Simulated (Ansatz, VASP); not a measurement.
## Te2Mo in VASP and in Ansatz

Contents of INCAR:

```
  PREC = Accurate
  ENCUT = 520
  EDIFF = 1E-6
  ISMEAR = 0
  SIGMA = 0.05
  LREAL = False
  LASPH = True
  NELM = 60
  ALGO = Normal
  ISIF = 2
  LWAVE = False
  LCHARG = False
  NBANDS = 20
```

File KPOINTS:

```
regular mesh
0
Gamma
  12 12 2
```

The input POSCAR:

```
Te2Mo
1.0
    3.5705444622      0.0000000000      0.0000000000
   -1.7852722311      3.0921822096      0.0000000000
    0.0000000000      0.0000000000     17.5198113284
Te Mo
2 1
Direct
    0.3333333333      0.6666666667      0.8975342416
    0.3333333333      0.6666666667      0.1024657584
    0.0000000000      0.0000000000      0.0000000000
```

Input for Ansatz:

```yaml
crystal:
  lattice:
    - [3.5705444622, 0.0, 0.0]
    - [-1.7852722311, 3.0921822096, 0.0]
    - [0.0, 0.0, 17.5198113284]
  atoms:
    - { symbol: Te, position: [0.3333333333, 0.6666666667, 0.8975342416] }
    - { symbol: Te, position: [0.3333333333, 0.6666666667, 0.1024657584] }
    - { symbol: Mo, position: [0.0, 0.0, 0.0] }
basis:
  ecutwfc: 420
kpoints:
  mp_grid: { grid: [12, 12, 2] }
hamiltonian:
  xc: lda
scf:
  occupations: { method: gaussian, width: 0.05 }
output:
  forces: true
  stress: true
  eigenvalues: true
```

Change from the starting cell: strain +0.0300 x Voigt [1, 1, 0, 0, 0, 0], atoms carried along.

Alike in both runs: task single point; functional LDA; k mesh 12 × 12 × 2; occupations gaussian, width 0.05 eV; no spin polarisation.

|  | VASP | Ansatz |
| --- | --- | --- |
| version | VASP 6.6.1 | Ansatz 0.2.0 |
| potentials or method | VASP PAW LDA potentials, release 64 (Te, Mo_sv), cutoff 520 eV | scalar-relativistic, plane waves, PAW |
| valence electrons in the cell | 26 | 46 |

|  | VASP | Ansatz | Ansatz less VASP |
| --- | --- | --- | --- |
| gap on the k mesh at the Fermi level (eV) | 1.03 | 1.03 | 0.000 |
| least direct gap on the mesh (eV) | 1.03 | 1.03 | 0.000 |
| rms of the force components (eV/Å) | 0.230 | 0.254 | +0.0240 |

LDA's correlation is that of Perdew and Zunger in VASP and of Perdew and Wang (1992) in Ansatz. Atom by atom the forces differ by 0.024 eV/Å (rms over components). VASP's potentials hold 26 valence electrons a cell and Ansatz's 46, so a difference there can come from the potentials and not from the codes.

Spin-orbit coupling is off throughout.
